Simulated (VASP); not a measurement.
Set up this calculation in VASP 6.6.1, as the native input.

```yaml
Task: single point
Functional: PBE
Potentials_or_basis: VASP PAW PBE potentials, release 64 (Mn_pv, S)
Cutoff: 520 eV
k_mesh: 8 × 8 × 8
Occupations: fermi-dirac, width 0.05 eV
Spin: collinear spin, ferromagnetic start
Starting_moments: "[5.0, 0.0] μB"
Fixed_moment: 5 μB
Dipole_correction: no
Further_INCAR_settings: ALGO = Normal; EDIFF = 1e-07; NBANDS = 20
```

The structure of MnS lies in POSCAR:

```
MnS
1.0
    0.0000000000      2.4734634191      2.4734634191
    2.4734634191      0.0000000000      2.4734634191
    2.4734634191      2.4734634191      0.0000000000
Mn S
1 1
Direct
    0.0000000000      0.0000000000      0.0000000000
    0.7500000000      0.7500000000      0.7500000000
```

The input as run:

INCAR

```
SYSTEM = MnS
PREC     = Accurate       ! precision mode
ENCUT    = 520            ! plane-wave cutoff, eV
EDIFF    = 1E-7           ! SCF threshold, eV
ISMEAR   = -1             ! smearing method
SIGMA    = 0.05           ! smearing width, eV
LREAL    = .False.        ! projectors in reciprocal space
LASPH    = .True.         ! aspherical terms in the spheres
NELM     = 150            ! most SCF steps
ALGO     = Normal         ! electronic algorithm
ISIF     = 2              ! what is computed and relaxed
LWAVE    = .False.        ! write WAVECAR
LCHARG   = .False.        ! write CHGCAR
ISPIN    = 2              ! spin polarisation
MAGMOM   = 5 0            ! initial moments
LORBIT   = 11             ! projections on sites
NUPDOWN  = 5.0            ! fixed moment
LMAXMIX  = 4              ! l up to which the mixer works
GGA      = PE             ! functional
NBANDS   = 20             ! bands
```

KPOINTS

```
regular mesh
0
Gamma
  8 8 8
  0 0 0
```

Potentials or basis: VASP PAW PBE potentials, release 64 (Mn_pv, S).

Launch:

```sh
$ cat potpaw_PBE.64/Mn_pv/POTCAR potpaw_PBE.64/S/POTCAR > POTCAR
$ mpirun -np 1 vasp_std > vasp.out
```

It gave:

```yaml
Pressure: 58.6 GPa
Net_moment: 5.00 μB per cell
Site_moments: Mn +4.17; S +0.20 μB
Valence_electrons_inside_the_program's_atomic_spheres: Mn 11.89; S 3.97
```

Caveat: the cell stands under pressure; the total moment is fixed, so each spin has its own Fermi level; a cell with one magnetic atom can't hold antiferromagnetic order, which such compounds often take.

Wall time 30 s on 1 thread of Intel(R) Xeon(R) 6975P-C (Granite Rapids) (shared host), peak memory 0.18 GiB.
